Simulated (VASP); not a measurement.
# ZrC (Fm-3m) in VASP: further runs, part 2 of 3

VASP 6.6.1. Earlier steps stand in the parts before.

## (4) Single point, PBEsol

This run uses another cell than the first one, of 13.08 Å³/atom.

Contents of INCAR:

```
PREC = Accurate
ENCUT = 520
EDIFF = 1E-6
ISMEAR = -1
SIGMA = 0.05
LREAL = F
LASPH = T
NELM = 100
ALGO = Normal
ISIF = 2
LWAVE = F
LCHARG = T
GGA = PS
LELF = T
LVHAR = T
NBANDS = 15
```

Contents of KPOINTS:

```
regular mesh
0
Gamma
  13 13 13
```

Contents of POSCAR:

```
ZrC
1.0
    0.0000000000      2.3564331911      2.3564331911
    2.3564331911      0.0000000000      2.3564331911
    2.3564331911      2.3564331911      0.0000000000
Zr C
1 1
Direct
    0.0000000000      0.0000000000      0.0000000000
    0.5000000000      0.5000000000      0.5000000000
```

The run is started by

```sh
$ cat potpaw_PBE.64/Zr_sv/POTCAR potpaw_PBE.64/C/POTCAR > POTCAR
$ mpirun -np 1 vasp_std > vasp.out
```

Run time: 75 s. Hardware: 1 thread of Intel Xeon 8259CL, shared host; peak memory 0.18 GiB.

The run converged. Its results:

```yaml
Free_energy: -20.5618 eV
Pressure: -5.9 GPa
Band_gap_on_the_k_mesh: zero (bands 8 and 9 overlap by 1.32 eV)
```

Levels at points of the mesh, in eV from the Fermi level:
| k point | band 4 | band 5 | band 6 | band 7 | band 8 | band 9 | band 10 | band 11 | band 12 | band 13 |
| --- | --- | --- | --- | --- | --- | --- | --- | --- | --- | --- |
| (0.00, 0.00, 0.00) | -25.77 | -11.27 | 0.93 | 0.93 | 0.93 | 1.03 | 1.03 | 1.03 | 2.76 | 2.76 |

Caveat: the cell stands under tension; the PAW data sets were made with another functional, which shifts forces and pressure a little.

## (5) Relaxation of the atoms, PBEsol

This run uses another cell than the first one, of 6.54 Å³/atom.

Contents of INCAR:

```
SYSTEM = ZrC
PREC = Accurate
ENCUT = 520
EDIFF = 1E-7
ISMEAR = -1
SIGMA = 0.05
LREAL = .FALSE.
LASPH = .TRUE.
NELM = 60
ALGO = Normal
ISIF = 2
LWAVE = .FALSE.
LCHARG = .FALSE.
GGA = PS
IBRION = 2
NSW = 50
EDIFFG = -0.01
```

Contents of KPOINTS:

```
Automatic mesh
0
G
  13 13 13
  0 0 0
```

Contents of POSCAR:

```
ZrC
1.0
    0.0000000000      1.8703022632      1.8703022632
    1.8703022632      0.0000000000      1.8703022632
    1.8703022632      1.8703022632      0.0000000000
Zr C
1 1
Direct
    0.0000000000      0.0000000000      0.0000000000
    0.5000000000      0.5000000000      0.5000000000
```

Potentials or basis: VASP PAW PBE potentials, release 64 (Zr_sv, C).

The run is started by

```sh
$ cat potpaw_PBE.64/Zr_sv/POTCAR potpaw_PBE.64/C/POTCAR > POTCAR
$ mpirun -np 1 vasp_std > vasp.out
```

OUTCAR:

```text
SYSTEM = ZrC
   PREC = Accurate
   ENCUT = 520
   EDIFF = 1E-7
   ISMEAR = -1
   LREAL = .FALSE.
   LASPH = .TRUE.
   NELM = 60
   ISIF = 2
   GGA = PS
   IBRION = 2
   NSW = 50
   EDIFFG = -0.01

 ion  position               nearest neighbor table
   1  0.000  0.000  0.000-   2 1.87   2 1.87   2 1.87   2 1.87   2 1.87   2 1.87
   2  0.500  0.500  0.500-   1 1.87   1 1.87   1 1.87   1 1.87   1 1.87   1 1.87

  LATTYP: Found a face centered cubic cell.
 ALAT       =     3.7406045264

  Lattice vectors:

 A1 = (   0.0000000000,   1.8703022632,   1.8703022632)
 A2 = (   1.8703022632,   0.0000000000,   1.8703022632)
 A3 = (   1.8703022632,   1.8703022632,   0.0000000000)

Analysis of symmetry for initial positions (statically):
=====================================================================
 Subroutine PRICEL returns:
 Original cell was already a primitive cell.

 Routine SETGRP: Setting up the symmetry group for a
 face centered cubic supercell.

 Subroutine GETGRP returns: Found 48 space group operations
 (whereof 48 operations were pure point group operations)
 out of a pool of 48 trial point group operations.

The static configuration has the point symmetry O_h .

Analysis of symmetry for dynamics (positions and initial velocities):
=====================================================================
 Subroutine PRICEL returns:
 Original cell was already a primitive cell.

 Routine SETGRP: Setting up the symmetry group for a
 face centered cubic supercell.

 Subroutine GETGRP returns: Found 48 space group operations
 (whereof 48 operations were pure point group operations)
 out of a pool of 48 trial point group operations.

The dynamic configuration has the point symmetry O_h .

 Subroutine INISYM returns: Found 48 space group operations
 (whereof 48 operations are pure point group operations),
 and found     1 'primitive' translations

----------------------------------------------------------------------------------------

                                     Primitive cell

  volume of cell :      13.0847

  direct lattice vectors                    reciprocal lattice vectors
     0.000000000  1.870302263  1.870302263    -0.267336467  0.267336467  0.267336467
     1.870302263  0.000000000  1.870302263     0.267336467 -0.267336467  0.267336467
     1.870302263  1.870302263  0.000000000     0.267336467  0.267336467 -0.267336467

  length of vectors
     2.645006826  2.645006826  2.645006826     0.463040344  0.463040344  0.463040344

  position of ions in fractional coordinates (direct lattice)
     0.000000000  0.000000000  0.000000000
     0.500000000  0.500000000  0.500000000

  ion indices of the primitive-cell ions
   primitive index   ion index
                 1           1
                 2           2

----------------------------------------------------------------------------------------

 KPOINTS: Automatic mesh

Automatic generation of k-mesh.
 Grid dimensions read from file:
 generate k-points for:   13   13   13

 Generating k-lattice:

  Cartesian coordinates                     Fractional coordinates (reciprocal lattice)
    -0.020564344  0.020564344  0.020564344     0.076923077  0.000000000  0.000000000
     0.020564344 -0.020564344  0.020564344     0.000000000  0.076923077  0.000000000
[... 42 lines left out ...]
   total plane-waves  NPLWV =   8000
   dimension x,y,z NGX =    20 NGY =   20 NGZ =   20
   dimension x,y,z NGXF=    40 NGYF=   40 NGZF=   40
   ions per type =               1   1
   NGX,Y,Z   is equivalent  to a cutoff of  12.57, 12.57, 12.57 a.u.
   NGXF,Y,Z  is equivalent  to a cutoff of  25.14, 25.14, 25.14 a.u.
 SYSTEM =  ZrC
   PREC   = accura    normal or accurate (medium, high low for compatibility)
   ISTART =      0    job   : 0-new  1-cont  2-samecut
   ICHARG =      2    charge: 1-file 2-atom 10-const
   ISPIN  =      1    spin polarized calculation?
   LNONCOLLINEAR =      F non collinear calculations
   LSORBIT =      F    spin-orbit coupling
   LASPH  =      T    aspherical Exc in radial PAW
   ENCUT  =  520.0 eV  38.22 Ry    6.18 a.u.   4.92  4.92  4.92*2*pi/ulx,y,z
   NELM   =     60;   NELMIN=  2; NELMDL= -5     # of ELM steps
   EDIFF  = 0.1E-06   stopping-criterion for ELM
   LREAL  =      F    real-space projection
   EDIFFG = -.1E-01   stopping-criterion for IOM
   NSW    =     50    number of steps for IOM
   IBRION =      2    ionic relax: 0-MD 1-quasi-New 2-CG
   NFREE  =      1    steps in history (QN), initial steepest desc. (CG)
   ISIF   =      2    stress and relaxation
   ISYM   =      2    0-nonsym 1-usesym 2-fastsym
   POTIM  = 0.5000    time-step for ionic-motion
   TEBEG  =    0.0;   TEEND  =   0.0 temperature during run
   PSTRESS=    0.0 pullay stress
   NELECT =      16.0000    total number of electrons
   NUPDOWN=      -1.0000    fix difference up-down
   EMIN   =  10.00;   EMAX   =-10.00  energy-range for DOS
   EFERMI =   0.00;   METHOD = LEGACY
   ISMEAR =    -1;   SIGMA  =   0.05  broadening in eV -4-tet -1-fermi 0-gaus
   EFERMI_NEDOS =   21; number of points for ismear=-14 and -15
   IALGO  =     38    algorithm
   IMIX   =      4    mixing-type and parameters
     AMIX     =   0.40;   BMIX     =  1.00
     AMIX_MAG =   1.60;   BMIX_MAG =  1.00
  volume/ion in A,a.u.               =       6.54        44.15
  Fermi-wavevector in a.u.,A,eV,Ry     =   1.750625  3.308201 41.697591  3.064686
  Thomas-Fermi vector in A             =   2.821307
   LORBIT       =      0    0 simple, 1 ext, 2 COOP (PROOUT), +10 PAW based schemes
   GGA     = PS    functional components
   LHFCALC =     F    Hartree Fock is set to
   AEXX    =    0.0000 exact exchange contribution
   IVDW    =     0    specifies the selected vdW correction
   LEPSILON=     F    determine dielectric tensor
   LRPA    =     F    only Hartree local field effects (RPA)
 conjugate gradient relaxation of ions
 non-spin polarized calculation
  energy-cutoff  :      520.00
  volume of cell :       13.08
 maximum number of plane-waves:       365
   NGX =  9   NGY =  9   NGZ =  9

 number of electron      16.0000000 magnetization

 Free energy of the ion-electron system (eV)
  ---------------------------------------------------
  ext. energy  EPLUGINS =         0.00000000
  ---------------------------------------------------
  free energy    TOTEN  =        -7.91802062 eV

  energy without entropy =       -7.91385033  energy(sigma->0) =       -7.91593548

 E-fermi :  20.6698     XC(G=0): -16.0301

 val. band max:       20.5866810792   @ k =  -0.0769   0.0769   0.0000
 cond. band min:      20.6817074973   @ k =  -0.3846   0.4615   0.1538
 fundamental gap:      0.0950264181
 Fermi energy:        20.6697920394

 k-point     1 :       0.0000    0.0000    0.0000
  band No.  band energies     occupation
      1     -27.7814      2.00000
      2      -3.0689      2.00000
      3      -3.0689      2.00000
      4      -3.0689      2.00000
      5       8.2930      2.00000
      6      20.1584      1.99993
      7      20.1584      1.99993
      8      20.1584      1.99993
      9      20.7047      0.66443
     10      20.7047      0.66443
     11      20.7047      0.66442
     12      24.3896      0.00000
[... 331 lines left out ...]
 k-point    24 :       0.4615    0.1538    0.0000
  band No.  band energies     occupation
      1     -26.2179      2.00000
      2      -8.7550      2.00000
      3      -4.4610      2.00000
      4      -4.0160      2.00000
      5      10.5129      2.00000
      6      13.7226      2.00000
      7      15.0793      2.00000
      8      17.8653      2.00000
      9      22.9068      0.00000
     10      29.0849      0.00000
     11      30.1078      0.00000
     12      33.2665      0.00000

 [... further k-points ...]

------------------------ aborting loop because EDIFF is reached ----------------------------------------

  FORCE on cell =-STRESS in cart. coord.  units (eV):
  Direction    XX          YY          ZZ          XY          YZ          ZX
  --------------------------------------------------------------------------------------
  -------------------------------------------------------------------------------------
  Total       44.4352951     44.4352951     44.4352951     -0.0000000      0.0000000     -0.0000000
  in kB     5440.9314828   5440.9314828   5440.9314828     -0.0000000      0.0000000     -0.0000000
  external PRESSURE =    5440.9314828 kB  Pullay stress =       0.0000000 kB

 VOLUME and BASIS-vectors are now :
 -----------------------------------------------------------------------------
  energy-cutoff  :      520.00
  volume of cell :       13.08
      direct lattice vectors                 reciprocal lattice vectors
     0.000000000  1.870302263  1.870302263    -0.267336467  0.267336467  0.267336467
     1.870302263  0.000000000  1.870302263     0.267336467 -0.267336467  0.267336467
     1.870302263  1.870302263  0.000000000     0.267336467  0.267336467 -0.267336467

 POSITION                                       TOTAL-FORCE (eV/Angst)
 -----------------------------------------------------------------------------------
      0.00000      0.00000      0.00000        -0.000000      0.000000     -0.000000
      1.87030      1.87030      1.87030         0.000000     -0.000000      0.000000
 -----------------------------------------------------------------------------------
    total drift:                                0.000000     -0.000000     -0.000000

  FREE ENERGIE OF THE ION-ELECTRON SYSTEM (eV)
  ---------------------------------------------------
  free  energy   TOTEN  =        -7.9180206224 eV

  energy  without entropy=       -7.9138503329  energy(sigma->0) =       -7.91593548

 reached required accuracy - stopping structural energy minimisation
```

OSZICAR:

```text
N       E                     dE             d eps       ncg     rms          rms(c)
DAV:   1     0.132842293027E+03    0.13284E+03   -0.98178E+03  2044   0.145E+03
DAV:   2    -0.470834838493E+01   -0.13755E+03   -0.12855E+03  2308   0.375E+02
DAV:   3    -0.102150053405E+02   -0.55067E+01   -0.53692E+01  2700   0.672E+01
DAV:   4    -0.103742764176E+02   -0.15927E+00   -0.15908E+00  2328   0.111E+01
DAV:   5    -0.103831539364E+02   -0.88775E-02   -0.88763E-02  2920   0.187E+00    0.907E+01
DAV:   6    -0.771429808353E+01    0.26689E+01   -0.73692E+00  2196   0.282E+01    0.427E+01
DAV:   7    -0.787967009549E+01   -0.16537E+00   -0.52339E-01  3056   0.602E+00    0.156E+01
DAV:   8    -0.791904925466E+01   -0.39379E-01   -0.74578E-02  2892   0.321E+00    0.619E-01
DAV:   9    -0.791807620066E+01    0.97305E-03   -0.21961E-03  2316   0.546E-01    0.175E-01
DAV:  10    -0.791802339190E+01    0.52809E-04   -0.40302E-04  2356   0.264E-01    0.371E-02
DAV:  11    -0.791802322592E+01    0.16598E-06   -0.12743E-05  2316   0.438E-02    0.186E-02
DAV:  12    -0.791802056702E+01    0.26589E-05   -0.10566E-06  2552   0.112E-02    0.279E-03
DAV:  13    -0.791802062236E+01   -0.55339E-07   -0.10056E-07  1344   0.438E-03
   1 F= -.79180206E+01 E0= -.79159355E+01  d E =-.791802E+01
```

Wall time 21 s (1 thread of Intel Xeon 8259CL, shared host); peak memory 0.14 GiB.

Results:

```
Free energy             : -7.9180 eV
Pressure after relaxing : 544.1 GPa
Band gap on the k mesh  : zero (bands 8 and 9 overlap by 2.63 eV)
```

Final structure:
```
Zr C
1.0
     0.00000    1.87030    1.87030
     1.87030    0.00000    1.87030
     1.87030    1.87030    0.00000
Zr C
1 1
Direct
  0.00000 0.00000 0.00000
  0.50000 0.50000 0.50000
```

Caveat: the relaxation stopped at its first step, so nothing moved; the PAW data sets were made with another functional, which shifts forces and pressure a little.

(Continued in part 3 of 3.)
